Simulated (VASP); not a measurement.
# CoBr3 (Pm-3m) in VASP: notebook

CoBr3 is run at these levels: PBE+U, LDA+U; tasks: single point.

Everything below comes from runs of VASP 6.6.1. Logs are shortened: lines on timing, memory, paths and dates and some standing lists are left out, and cuts for length are marked.

**1. The cell of the first run**

It takes space group Pm-3m (No. 221, cubic). Conventional cell: a = 5.023 Å, b = 5.023 Å, c = 5.023 Å, α = 90.00°, β = 90.00°, γ = 90.00°. Within 3.3 Å of Co (site symmetry m-3m) lie 6 Br at 2.51 Å. Within 3.3 Å of Br (site symmetry 4/mmm) lie 2 Co at 2.51 Å.

**2. Single point, PBE+U, collinear spin (31.69 Å³/atom)**

File INCAR:

```
  PREC = Accurate
  ENCUT = 520
  EDIFF = 1E-7
  ISMEAR = 0
  SIGMA = 0.05
  LREAL = F
  LASPH = T
  NELM = 150
  ALGO = Normal
  ISIF = 2
  LWAVE = F
  LCHARG = T
  ISPIN = 2
  MAGMOM = 2.7 -0.09 -0.09 -0.09
  LORBIT = 11
  LMAXMIX = 4
  LDAU = T
  LDAUTYPE = 2
  LDAUL = 2 -1
  LDAUU = 3.3 0
  LDAUJ = 0 0
  LDAUPRINT = 1
  GGA = PE
  LELF = T
  LVHAR = T
  NBANDS = 27
```

File KPOINTS:

```
regular mesh
0
Gamma
  6 6 6
```

File POSCAR:

```
CoBr3
1.0
    5.0231702648      0.0000000000      0.0000000000
    0.0000000000      5.0231702648      0.0000000000
    0.0000000000      0.0000000000      5.0231702648
Co Br
1 3
Direct
    0.0000000000      0.0000000000      0.0000000000
    0.5000000000      0.0000000000      0.0000000000
    0.0000000000      0.0000000000      0.5000000000
    0.0000000000      0.5000000000      0.0000000000
```

Potentials or basis: VASP PAW PBE potentials, release 64 (Co, Br).

Run with:

```bash
$ cat potpaw_PBE.64/Co/POTCAR potpaw_PBE.64/Br/POTCAR > POTCAR
$ mpirun -np 1 vasp_std > vasp.out
```

OUTCAR:

```text
PREC = Accurate
   ENCUT = 520
   EDIFF = 1E-7
   ISMEAR = 0
   LREAL = F
   LASPH = T
   NELM = 150
   ISIF = 2
   ISPIN = 2
   LORBIT = 11
   GGA = PE

 ion  position               nearest neighbor table
   1  0.000  0.000  0.000-   2 2.51   3 2.51   4 2.51   3 2.51   4 2.51   2 2.51
   2  0.500  0.000  0.000-   1 2.51   1 2.51
   3  0.000  0.000  0.500-   1 2.51   1 2.51
   4  0.000  0.500  0.000-   1 2.51   1 2.51

  LATTYP: Found a simple cubic cell.
 ALAT       =     5.0231702648

  Lattice vectors:

 A1 = (   5.0231702648,   0.0000000000,   0.0000000000)
 A2 = (   0.0000000000,   5.0231702648,   0.0000000000)
 A3 = (   0.0000000000,   0.0000000000,   5.0231702648)

Analysis of symmetry for initial positions (statically):
=====================================================================
 Subroutine PRICEL returns:
 Original cell was already a primitive cell.

 Routine SETGRP: Setting up the symmetry group for a
 simple cubic supercell.

 Subroutine GETGRP returns: Found 48 space group operations
 (whereof 48 operations were pure point group operations)
 out of a pool of 48 trial point group operations.

The static configuration has the point symmetry O_h .

Analysis of symmetry for dynamics (positions and initial velocities):
=====================================================================
 Subroutine PRICEL returns:
 Original cell was already a primitive cell.

 Routine SETGRP: Setting up the symmetry group for a
 simple cubic supercell.

 Subroutine GETGRP returns: Found 48 space group operations
 (whereof 48 operations were pure point group operations)
 out of a pool of 48 trial point group operations.

The dynamic configuration has the point symmetry O_h .

Analysis of structural, dynamic, and magnetic symmetry:
=====================================================================
 Subroutine PRICEL returns:
[... 178 lines left out ...]
  o =  0.8991  v =  0.0000  0.0000  0.0325  0.0000  0.9995  0.0000  0.0000  0.0000  0.0000  0.0000      0.0000  0.0000  0.0000  0.0000  0.0000  0.0000  0.0000  0.0000  0.0000  0.0000
  o =  0.8991  v =  0.0000  0.0000 -0.9995  0.0000  0.0325  0.0000  0.0000  0.0000  0.0000  0.0000      0.0000  0.0000  0.0000  0.0000  0.0000  0.0000  0.0000  0.0000  0.0000  0.0000
  o =  0.9578  v =  1.0000  0.0000  0.0000  0.0000  0.0000  0.0000  0.0000  0.0000  0.0000  0.0000      0.0000  0.0000  0.0000  0.0000  0.0000  0.0000  0.0000  0.0000  0.0000  0.0000
  o =  0.9578  v =  0.0000  0.8183  0.0000 -0.5748  0.0000  0.0000  0.0000  0.0000  0.0000  0.0000      0.0000  0.0000  0.0000  0.0000  0.0000  0.0000  0.0000  0.0000  0.0000  0.0000
  o =  0.9578  v =  0.0000  0.5748  0.0000  0.8183 -0.0000  0.0000  0.0000  0.0000  0.0000  0.0000      0.0000  0.0000  0.0000  0.0000  0.0000  0.0000  0.0000  0.0000  0.0000  0.0000

 number of electron      29.9999987 magnetization       2.5849054

 Free energy of the ion-electron system (eV)
  ---------------------------------------------------
  ext. energy  EPLUGINS =         0.00000000
  ---------------------------------------------------
  free energy    TOTEN  =        -9.87837599 eV

  energy without entropy =       -9.86588026  energy(sigma->0) =       -9.87212812

 E-fermi :  -0.3326     XC(G=0):  -7.7611

 val. band max:       -0.3506249518   @ k =   0.3333   0.3333   0.1667
 cond. band min:      -0.3306422217   @ k =   0.3333   0.3333   0.0000
 fundamental gap:      0.0199827302
 Fermi energy:        -0.3326462269

 spin component 1

 k-point     1 :       0.0000    0.0000    0.0000
  band No.  band energies     occupation
      1     -14.8632      1.00000
      2     -13.8696      1.00000
      3     -13.8696      1.00000
      4      -3.9085      1.00000
      5      -3.9085      1.00000
      6      -3.9085      1.00000
[... 589 lines left out ...]
     26      11.1935      0.00000
     27      11.1935      0.00000
 Fermi energy:        -0.3326462269

 spin component 2

 k-point     1 :       0.0000    0.0000    0.0000
  band No.  band energies     occupation
      1     -14.7504      1.00000
      2     -13.6963      1.00000
      3     -13.6963      1.00000
      4      -3.8507      1.00000
      5      -3.8507      1.00000
      6      -3.8507      1.00000
[... 589 lines left out ...]
     26      11.3646      0.00000
     27      11.3646      0.00000

------------------------ aborting loop because EDIFF is reached ----------------------------------------

  FORCE on cell =-STRESS in cart. coord.  units (eV):
  Direction    XX          YY          ZZ          XY          YZ          ZX
  --------------------------------------------------------------------------------------
  -------------------------------------------------------------------------------------
  Total        0.2094471      0.2094471      0.2094471      0.0000000      0.0000000      0.0000000
  in kB        2.6475928      2.6475928      2.6475928      0.0000000      0.0000000      0.0000000
  external PRESSURE =       2.6475928 kB  Pullay stress =       0.0000000 kB

 VOLUME and BASIS-vectors are now :
 -----------------------------------------------------------------------------
  energy-cutoff  :      520.00
  volume of cell :      126.75
      direct lattice vectors                 reciprocal lattice vectors
     5.023170265  0.000000000  0.000000000     0.199077464  0.000000000  0.000000000
     0.000000000  5.023170265  0.000000000     0.000000000  0.199077464  0.000000000
     0.000000000  0.000000000  5.023170265     0.000000000  0.000000000  0.199077464

 POSITION                                       TOTAL-FORCE (eV/Angst)
 -----------------------------------------------------------------------------------
      0.00000      0.00000      0.00000         0.000000      0.000000      0.000000
      2.51159      0.00000      0.00000         0.000000      0.000000      0.000000
      0.00000      0.00000      2.51159         0.000000      0.000000      0.000000
      0.00000      2.51159      0.00000         0.000000      0.000000      0.000000
 -----------------------------------------------------------------------------------
    total drift:                               -0.000000     -0.000000     -0.000000

  FREE ENERGIE OF THE ION-ELECTRON SYSTEM (eV)
  ---------------------------------------------------
  free  energy   TOTEN  =        -9.8783759921 eV

  energy  without entropy=       -9.8658802552  energy(sigma->0) =       -9.87212812

 total charge

# of ion       s       p       d       tot
------------------------------------------
    1        0.303   0.316   7.219   7.838
    2        1.619   3.173   0.018   4.810
    3        1.619   3.173   0.018   4.810
    4        1.619   3.173   0.018   4.810
--------------------------------------------------
tot          5.159   9.835   7.272  22.267

 magnetization (x)

# of ion       s       p       d       tot
------------------------------------------
    1        0.027   0.017   2.100   2.144
    2        0.009   0.092   0.003   0.104
    3        0.009   0.092   0.003   0.104
    4        0.009   0.092   0.003   0.104
--------------------------------------------------
tot          0.055   0.294   2.108   2.457
```

OSZICAR:

```text
N       E                     dE             d eps       ncg     rms          rms(c)
DAV:   1     0.222659325394E+03    0.22266E+03   -0.11644E+04  2160   0.947E+02
DAV:   2     0.121695276596E+02   -0.21049E+03   -0.19187E+03  2424   0.219E+02
DAV:   3    -0.128184375332E+02   -0.24988E+02   -0.24658E+02  2693   0.852E+01
[... 15 lines left out ...]
DAV:  19    -0.987834814789E+01    0.83410E-04   -0.51182E-04  2999   0.202E-01    0.527E-02
DAV:  20    -0.987837590180E+01   -0.27754E-04   -0.10512E-04  3314   0.920E-02    0.319E-02
DAV:  21    -0.987837574164E+01    0.16016E-06   -0.17295E-05  2561   0.565E-02    0.216E-02
DAV:  22    -0.987837588660E+01   -0.14496E-06   -0.33875E-06  2484   0.112E-02    0.822E-03
DAV:  23    -0.987837595762E+01   -0.71024E-07   -0.14011E-06  2685   0.133E-02    0.792E-03
DAV:  24    -0.987837599207E+01   -0.34453E-07   -0.76713E-07  2228   0.664E-03
   1 F= -.98783760E+01 E0= -.98721281E+01  d E =-.124957E-01  mag=     2.5848
```

Run time: 3.5 min. Hardware: 1 thread of AMD EPYC 9R14 (Zen 4), shared host; peak memory 0.3 GiB.

What came out:

| Quantity | Value |
| --- | --- |
| Free energy | -9.8784 eV |
| Pressure | 0.3 GPa |
| Net moment | 2.58 μB per cell |
| Site moments | Co +2.14; Br +0.10 μB |
| Valence electrons inside the program's atomic spheres | Co 7.84; Br 4.81 |

Levels at points of the mesh, in eV from the Fermi level:
Spin up:
```csv
k point,band 12,band 13,band 14,band 15,band 16,band 17,band 18,band 19,band 20,band 21
"(0.00, 0.00, 0.00)",-0.89,-0.89,-0.89,-0.48,-0.48,-0.48,2.77,5.68,8.45,8.45
"(0.50, 0.00, 0.00)",-1.52,-1.12,-0.90,-0.90,-0.64,-0.64,5.94,7.54,7.68,9.17
"(0.50, 0.50, 0.00)",-1.50,-1.50,-0.87,-0.87,0.07,0.89,7.67,7.67,8.22,8.23
"(0.50, 0.50, 0.50)",-1.59,0.08,0.08,0.08,0.91,0.91,6.35,6.62,6.62,6.62
```
Spin down:
| k point | band 11 | band 12 | band 13 | band 14 | band 15 | band 16 |
| --- | --- | --- | --- | --- | --- | --- |
| (0.00, 0.00, 0.00) | -0.70 | -0.70 | -0.36 | -0.36 | -0.36 | 2.09 |
| (0.50, 0.00, 0.00) | -0.91 | -0.48 | -0.48 | 0.09 | 0.10 | 2.09 |
| (0.50, 0.50, 0.00) | -1.32 | -0.06 | 0.10 | 0.10 | 0.28 | 2.18 |
| (0.50, 0.50, 0.50) | -0.04 | -0.04 | 0.29 | 0.29 | 0.29 | 4.13 |

Eigenvalues of the final occupation matrices:
| site | spin | trace | eigenvalues |
| --- | --- | --- | --- |
| site 1 d | 1 | 4.67 | 0.90 0.90 0.96 0.96 0.96 |
| site 1 d | 2 | 2.57 | 0.13 0.13 0.77 0.77 0.77 |

**3. Single point, PBE+U, collinear spin (32.19 Å³/atom)**

This run uses another cell than the first one, of 32.19 Å³/atom.

File INCAR:

```
PREC = Accurate ; ENCUT = 520
EDIFF = 1E-6 ; ISMEAR = 0
SIGMA = 0.05 ; LREAL = False
LASPH = True ; NELM = 150
ALGO = Normal ; ISIF = 2
LWAVE = False ; LCHARG = False
ISPIN = 2 ; MAGMOM = 2.72 -0.1 -0.1 -0.1
LORBIT = 11 ; LMAXMIX = 4
LDAU = True ; LDAUTYPE = 2
LDAUL = 2 -1 ; LDAUU = 3.3 0
LDAUJ = 0 0 ; LDAUPRINT = 1
GGA = PE ; NBANDS = 27
```

File KPOINTS:

```
Automatic mesh
0
Gamma
  6 6 6
```

File POSCAR:

```
CoBr3
1.0
    5.0496084900      0.0000000000      0.0000000000
    0.0000000000      5.0496084900      0.0000000000
    0.0000000000      0.0000000000      5.0496084900
Co Br
1 3
Direct
    0.0000000000      0.0000000000      0.0000000000
    0.5000000000      0.0000000000      0.0000000000
    0.0000000000      0.0000000000      0.5000000000
    0.0000000000      0.5000000000      0.0000000000
```

Potentials or basis: VASP PAW PBE potentials, release 64 (Co, Br).

Run with:

```bash
$ cat potpaw_PBE.64/Co/POTCAR potpaw_PBE.64/Br/POTCAR > POTCAR
$ mpirun -np 1 vasp_std > vasp.out
```

Run time: 3.8 min. Hardware: 1 thread of AMD EPYC 9R14 (Zen 4), shared host; peak memory 0.31 GiB.

Results (log left out):

```yaml
Free_energy: -9.8788 eV
Pressure: -0.2 GPa
Net_moment: 2.59 μB per cell
Site_moments: Co +2.16; Br +0.10 μB
Valence_electrons_inside_the_program's_atomic_spheres: Co 7.82; Br 4.80
```

Levels at points of the mesh, in eV from the Fermi level:
Spin up:
| k point | band 13 | band 14 | band 15 | band 16 | band 17 | band 18 | band 19 | band 20 |
| --- | --- | --- | --- | --- | --- | --- | --- | --- |
| (0.00, 0.00, 0.00) | -0.87 | -0.87 | -0.48 | -0.48 | -0.48 | 2.72 | 5.69 | 8.46 |
| (0.50, 0.00, 0.00) | -1.09 | -0.89 | -0.89 | -0.63 | -0.63 | 5.84 | 7.54 | 7.68 |
| (0.50, 0.50, 0.00) | -1.46 | -0.86 | -0.86 | 0.06 | 0.84 | 7.63 | 7.63 | 8.09 |
| (0.50, 0.50, 0.50) | 0.07 | 0.07 | 0.07 | 0.85 | 0.85 | 6.40 | 6.59 | 6.59 |
Spin down:
```
           k point  band 11  band 12  band 13  band 14  band 15  band 16
(0.00, 0.00, 0.00)    -0.68    -0.68    -0.35    -0.35    -0.35     2.12
(0.50, 0.00, 0.00)    -0.88    -0.47    -0.47     0.09     0.09     2.12
(0.50, 0.50, 0.00)    -1.28    -0.05     0.10     0.10     0.27     2.21
(0.50, 0.50, 0.50)    -0.04    -0.04     0.28     0.28     0.28     4.10
```

Eigenvalues of the final occupation matrices:
| site | spin | trace | eigenvalues |
| --- | --- | --- | --- |
| site 1 d | 1 | 4.67 | 0.90 0.90 0.96 0.96 0.96 |
| site 1 d | 2 | 2.56 | 0.13 0.13 0.77 0.77 0.77 |

**4. Single point, PBE+U, collinear spin (32.86 Å³/atom)**

This run uses another cell than the first one, of 32.86 Å³/atom.

File INCAR:

```
SYSTEM = CoBr3
PREC = Accurate
ENCUT = 520
EDIFF = 1E-7
ISMEAR = 0
SIGMA = 0.05
LREAL = .False.
LASPH = .True.
NELM = 150
ALGO = Normal
ISIF = 2
LWAVE = .False.
LCHARG = .False.
ISPIN = 2
MAGMOM = 2.75 -0.11 -0.11 -0.11
LORBIT = 11
LMAXMIX = 4
LDAU = .True.
LDAUTYPE = 2
LDAUL = 2 -1
LDAUU = 3.3 0
LDAUJ = 0 0
LDAUPRINT = 1
GGA = PE
NBANDS = 27
```

File KPOINTS:

```
regular mesh
0
Gamma
  6 6 6
  0 0 0
```

File POSCAR:

```
CoBr3
1.0
    5.0844344767      0.0000000000      0.0000000000
    0.0000000000      5.0844344767      0.0000000000
    0.0000000000      0.0000000000      5.0844344767
Co Br
1 3
Direct
    0.0000000000      0.0000000000      0.0000000000
    0.5000000000      0.0000000000      0.0000000000
    0.0000000000      0.0000000000      0.5000000000
    0.0000000000      0.5000000000      0.0000000000
```

Run with:

```bash
$ cat potpaw_PBE.64/Co/POTCAR potpaw_PBE.64/Br/POTCAR > POTCAR
$ mpirun -np 1 vasp_std > vasp.out
```

Run time: 4.6 min. Hardware: 1 thread of AMD EPYC 9R14 (Zen 4), shared host; peak memory 0.31 GiB.

The run converged. Its results:

```yaml
Free_energy: -9.8709 eV
Pressure: -0.7 GPa
Net_moment: 2.59 μB per cell
Site_moments: Co +2.17; Br +0.10 μB
Valence_electrons_inside_the_program's_atomic_spheres: Co 7.79; Br 4.80
```

Levels at points of the mesh, in eV from the Fermi level:
Spin up:
| k point | band 14 | band 15 | band 16 | band 17 | band 18 | band 19 |
| --- | --- | --- | --- | --- | --- | --- |
| (0.00, 0.00, 0.00) | -0.85 | -0.47 | -0.47 | -0.47 | 2.65 | 5.71 |
| (0.50, 0.00, 0.00) | -0.87 | -0.87 | -0.61 | -0.61 | 5.72 | 7.54 |
| (0.50, 0.50, 0.00) | -0.85 | -0.85 | 0.06 | 0.77 | 7.57 | 7.57 |
| (0.50, 0.50, 0.50) | 0.06 | 0.06 | 0.78 | 0.78 | 6.46 | 6.56 |
Spin down:
| k point | band 9 | band 10 | band 11 | band 12 | band 13 | band 14 | band 15 | band 16 | band 17 | band 18 |
| --- | --- | --- | --- | --- | --- | --- | --- | --- | --- | --- |
| (0.00, 0.00, 0.00) | -0.85 | -0.66 | -0.66 | -0.66 | -0.35 | -0.35 | -0.35 | 2.16 | 2.16 | 3.16 |
| (0.50, 0.00, 0.00) | -1.61 | -0.87 | -0.85 | -0.46 | -0.46 | 0.09 | 0.09 | 2.16 | 2.40 | 6.63 |
| (0.50, 0.50, 0.00) | -1.81 | -1.24 | -1.24 | -0.05 | 0.10 | 0.10 | 0.26 | 2.24 | 4.06 | 7.80 |
| (0.50, 0.50, 0.50) | -2.14 | -0.04 | -0.04 | -0.04 | 0.27 | 0.27 | 0.27 | 4.06 | 4.06 | 6.54 |

Eigenvalues of the final occupation matrices:
```tsv
site	spin	trace	eigenvalues
site 1 d	1	4.68	0.90 0.90 0.96 0.96 0.96
site 1 d	2	2.55	0.12 0.12 0.77 0.77 0.77
```

**5. Single point, LDA+U, collinear spin, ferromagnetic start**

This run uses another cell than the first one, of 33.53 Å³/atom.

File INCAR:

```
SYSTEM = CoBr3
ALGO = Normal
EDIFF = 1E-6
ENCUT = 520
GGA = CA
ISIF = 2
ISMEAR = 0
ISPIN = 2
LASPH = .TRUE.
LCHARG = .TRUE.
LDAU = .TRUE.
LDAUJ = 0 0
LDAUL = 2 -1
LDAUPRINT = 1
LDAUTYPE = 2
LDAUU = 3.3 0
LELF = .TRUE.
LMAXMIX = 4
LORBIT = 11
LREAL = .FALSE.
LVHAR = .TRUE.
LWAVE = .FALSE.
MAGMOM = 4 0 0 0
NBANDS = 27
NELM = 150
PREC = Accurate
SIGMA = 0.05
```

File KPOINTS:

```
k-points
0
G
  6 6 6
  0 0 0
```

File POSCAR:

```
CoBr3
1.0
    5.1187898058      0.0000000000      0.0000000000
    0.0000000000      5.1187898058      0.0000000000
    0.0000000000      0.0000000000      5.1187898058
Co Br
1 3
Direct
    0.0000000000      0.0000000000      0.0000000000
    0.5000000000      0.0000000000      0.0000000000
    0.0000000000      0.0000000000      0.5000000000
    0.0000000000      0.5000000000      0.0000000000
```

Potentials or basis: VASP PAW LDA potentials, release 64 (Co, Br).

Run with:

```bash
$ cat potpaw_LDA.64/Co/POTCAR potpaw_LDA.64/Br/POTCAR > POTCAR
$ mpirun -np 1 vasp_std > vasp.out
```

Run time: 2.6 min. Hardware: 1 thread of AMD EPYC 9R14 (Zen 4), shared host; peak memory 0.24 GiB.

Results (log left out):

| Quantity | Value |
| --- | --- |
| Free energy | -11.5796 eV |
| Pressure | -4.9 GPa |
| Net moment | 2.57 μB per cell |
| Site moments | Co +2.15; Br +0.09 μB |
| Valence electrons inside the program's atomic spheres | Co 7.79; Br 4.77 |

Levels at points of the mesh, in eV from the Fermi level:
Spin up:
| k point | band 14 | band 15 | band 16 | band 17 | band 18 | band 19 |
| --- | --- | --- | --- | --- | --- | --- |
| (0.00, 0.00, 0.00) | -0.79 | -0.47 | -0.47 | -0.47 | 2.42 | 5.39 |
| (0.50, 0.00, 0.00) | -0.84 | -0.84 | -0.59 | -0.59 | 5.47 | 7.23 |
| (0.50, 0.50, 0.00) | -0.82 | -0.82 | 0.09 | 0.71 | 7.33 | 7.33 |
| (0.50, 0.50, 0.50) | 0.10 | 0.10 | 0.72 | 0.72 | 6.26 | 6.32 |
Spin down:
| k point | band 9 | band 10 | band 11 | band 12 | band 13 | band 14 | band 15 | band 16 | band 17 | band 18 |
| --- | --- | --- | --- | --- | --- | --- | --- | --- | --- | --- |
| (0.00, 0.00, 0.00) | -0.82 | -0.66 | -0.66 | -0.66 | -0.36 | -0.36 | -0.36 | 1.50 | 1.50 | 2.85 |
| (0.50, 0.00, 0.00) | -1.63 | -0.87 | -0.82 | -0.47 | -0.47 | 0.09 | 0.09 | 1.50 | 1.80 | 6.23 |
| (0.50, 0.50, 0.00) | -1.78 | -1.25 | -1.25 | -0.04 | 0.10 | 0.10 | 0.23 | 1.60 | 3.46 | 7.56 |
| (0.50, 0.50, 0.50) | -2.24 | -0.03 | -0.03 | -0.03 | 0.24 | 0.24 | 0.24 | 3.46 | 3.46 | 6.30 |

Eigenvalues of the final occupation matrices:
| site | spin | trace | eigenvalues |
| --- | --- | --- | --- |
| site 1 d | 1 | 4.67 | 0.90 0.90 0.96 0.96 0.96 |
| site 1 d | 2 | 2.56 | 0.15 0.15 0.76 0.76 0.76 |

Caveat: the cell stands under tension. The state reached can hang on the start; a lower one may exist.

**6. Summary**

| level | potentials or basis | spin | cell | gap on the mesh (eV) | pressure (GPa) | moment (μB) |
| --- | --- | --- | --- | --- | --- | --- |
| PBE+U | VASP PAW PBE potentials, release 64 (Co, Br) | collinear | a = 5.023 Å, 4 atoms | none | 0.3 | 2.58 |
| PBE+U | VASP PAW PBE potentials, release 64 (Co, Br) | collinear | a = 5.050 Å, 4 atoms | none | -0.2 | 2.59 |
| PBE+U | VASP PAW PBE potentials, release 64 (Co, Br) | collinear | a = 5.084 Å, 4 atoms | none | -0.7 | 2.59 |
| LDA+U | VASP PAW LDA potentials, release 64 (Co, Br) | collinear, ferromagnetic start | a = 5.119 Å, 4 atoms | none | -4.9 | 2.57 |

Alike in all rows: task single point; Co d U = 3.3 eV; k mesh 6 × 6 × 6; cutoff (eV) 520; smearing gaussian 0.05 eV.

Caveats: the cell stands under tension (at least some runs).

Total energies depend on the potentials used, so only differences within one code and one set of settings carry meaning.
